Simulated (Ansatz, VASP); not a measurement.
# Se: VASP beside Ansatz

```
CELL_PARAMETERS angstrom
4.17388 0.00000 0.00000
-2.08694 3.61468 0.00000
0.00000 0.00000 5.26100
ATOMIC_POSITIONS crystal
Se 0.24735 0.00000 0.33333
Se 0.00000 0.24735 0.66667
Se 0.75265 0.75265 0.00000
```

Alike in both runs: task single point; functional PBE; dispersion D3(BJ); k mesh 12 × 12 × 8; occupations gaussian, width 0.05 eV; no spin polarisation.

|  | VASP | Ansatz |
| --- | --- | --- |
| version | VASP 6.6.1 | Ansatz 0.2.0 |
| potentials or method | VASP PAW PBE potentials, release 64 (Se), cutoff 520 eV | scalar-relativistic, plane waves, PAW |
| valence electrons in the cell | 18 | 48 |

```tsv
	VASP	Ansatz	Ansatz less VASP
gap on the k mesh at the Fermi level (eV)	0.48	0.49	+0.008
least direct gap on the mesh (eV)	0.50	0.50	+0.007
pressure (GPa)	-4.2	-4.2	-0.06
traceless stress, the component that is largest in VASP (GPa)	-1.34	-1.36	-0.022
rms of the force components (eV/Å)	0.284	0.291	+0.0073
```

Atom by atom the forces differ by 0.007 eV/Å (rms over components). VASP's potentials hold 18 valence electrons a cell and Ansatz's 48, so a difference there can come from the potentials and not from the codes.
